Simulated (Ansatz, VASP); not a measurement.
WF2: VASP beside Ansatz

The input INCAR:

```
PREC     = Accurate       # precision mode
ENCUT    = 520            # plane-wave cutoff, eV
EDIFF    = 1E-6           # SCF threshold, eV
ISMEAR   = 0              # smearing method
SIGMA    = 0.1            # smearing width, eV
LREAL    = F              # projectors in reciprocal space
LASPH    = T              # aspherical terms in the spheres
NELM     = 150            # most SCF steps
ALGO     = Normal         # electronic algorithm
ISIF     = 2              # what is computed and relaxed
LWAVE    = F              # write WAVECAR
LCHARG   = T              # write CHGCAR
ISPIN    = 2              # spin polarisation
MAGMOM   = 2.5 2.5 0 0 0 0 # initial moments
LORBIT   = 11             # projections on sites
LMAXMIX  = 4              # l up to which the mixer works
GGA      = PE             # functional
LELF     = T              # ELF
LVHAR    = T            
NBANDS   = 41             # bands
```

KPOINTS

```
Automatic mesh
0
Gamma
  6 6 14
```

Contents of POSCAR:

```
WF2
1.0
    5.5902915651      0.0000000000      0.0000000000
    0.0000000000      5.5902915651      0.0000000000
    0.0000000000      0.0000000000      2.3555135426
W F
2 4
Direct
    0.0000000000      0.0000000000      0.0000000000
    0.5000000000      0.5000000000      0.5000000000
    0.2463486688      0.2463486688      0.0000000000
    0.7536513312      0.7536513312      0.0000000000
    0.7463486688      0.2536513312      0.5000000000
    0.2536513312      0.7463486688      0.5000000000
```

Input for Ansatz:

```yaml
crystal:
  lattice:
    - [5.5902915651, 0.0, 0.0]
    - [0.0, 5.5902915651, 0.0]
    - [0.0, 0.0, 2.3555135426]
  atoms:
    - { symbol: W, position: [0.0, 0.0, 0.0], spin: 2.5 }
    - { symbol: W, position: [0.5, 0.5, 0.5], spin: 2.5 }
    - { symbol: F, position: [0.2463486688, 0.2463486688, 0.0] }
    - { symbol: F, position: [0.7536513312, 0.7536513312, 0.0] }
    - { symbol: F, position: [0.7463486688, 0.2536513312, 0.5] }
    - { symbol: F, position: [0.2536513312, 0.7463486688, 0.5] }
basis:
  ecutwfc: 420
kpoints:
  mp_grid: { grid: [6, 6, 14] }
hamiltonian:
  xc: pbe
scf:
  occupations: { method: gaussian, width: 0.1 }
  lower_state_search: "off"
output:
  forces: true
  stress: true
  eigenvalues: true
  populations: true
  write_density: true
  write_potential: true
  elf: true
  volumetric_format: npy
magnetization:
  spin_polarized: true
```

Alike in both runs: task single point; functional PBE; k mesh 6 × 6 × 14; occupations gaussian, width 0.1 eV; collinear spin.

```csv
,VASP,Ansatz
version,VASP 6.6.1,Ansatz 0.2.0
potentials or method,"VASP PAW PBE potentials, release 64 (W_sv, F), cutoff 520 eV","scalar-relativistic, plane waves, PAW"
valence electrons in the cell,56,56
```

|  | VASP | Ansatz | Ansatz less VASP |
| --- | --- | --- | --- |
| gap on the k mesh at the Fermi level (eV) | none | none | - |
| rms of the force components (eV/Å) | 0.661 | 0.572 | -0.0893 |
| net moment per atom (μB) | 0.00 | 0.00 | 0.000 |

Atom by atom the forces differ by 0.089 eV/Å (rms over components). A gap of «none» marks a metal or a gap that the smearing closes. With one functional, cell and mesh, what is left measures potentials, basis and numerics. Ansatz's warnings: seeded moment not kept.

Neither program's run includes spin-orbit coupling.
